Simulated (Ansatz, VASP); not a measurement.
# One calculation of Al, two programs

Contents of INCAR:

```
SYSTEM = Al
PREC = Accurate ; ENCUT = 520
EDIFF = 1E-6 ; ISMEAR = 0
SIGMA = 0.15 ; LREAL = .FALSE.
LASPH = .TRUE. ; NELM = 80
ALGO = Normal ; ISIF = 2
LWAVE = .FALSE. ; LCHARG = .FALSE.
GGA = PS ; NBANDS = 8
```

KPOINTS

```
Automatic mesh
0
G
  20 20 20
  0 0 0
```

POSCAR

```
Al
1.0
   -1.6707796245      1.6707796245      1.6707796245
    1.6707796245     -1.6707796245      1.6707796245
    1.6707796245      1.6707796245     -1.6707796245
Al
1
Direct
    0.0000000000      0.0000000000      0.0000000000
```

Input for Ansatz:

```yaml
crystal:
  lattice:
    - [-1.6707796245, 1.6707796245, 1.6707796245]
    - [1.6707796245, -1.6707796245, 1.6707796245]
    - [1.6707796245, 1.6707796245, -1.6707796245]
  atoms:
    - { symbol: Al, position: [0.0, 0.0, 0.0] }
basis:
  ecutwfc: 420
kpoints:
  mp_grid: { grid: [20, 20, 20] }
hamiltonian:
  xc: pbesol
scf:
  occupations: { method: gaussian, width: 0.15 }
output:
  forces: true
  stress: true
  eigenvalues: true
  write_density: true
  write_potential: true
  elf: true
  volumetric_format: npy
```

Change from the starting cell: strain +0.050 along x and y, +0.050 along z, atoms carried along.

Alike in both runs: task single point; functional PBEsol; k mesh 20 × 20 × 20; occupations gaussian, width 0.15 eV; no spin polarisation.

|  | VASP | Ansatz |
| --- | --- | --- |
| version | VASP 6.6.1 | Ansatz 0.2.0 |
| potentials or method | VASP PAW PBE potentials, release 64 (Al), cutoff 520 eV | scalar-relativistic, plane waves, PAW |
| valence electrons in the cell | 3 | 3 |

```tsv
	VASP	Ansatz	Ansatz less VASP
gap on the k mesh at the Fermi level (eV)	none	none	-
pressure (GPa)	-6.6	-6.6	-0.03
```

VASP's potentials were made for PBE, not for PBEsol. A gap of «none» marks a metal or a gap that the smearing closes.
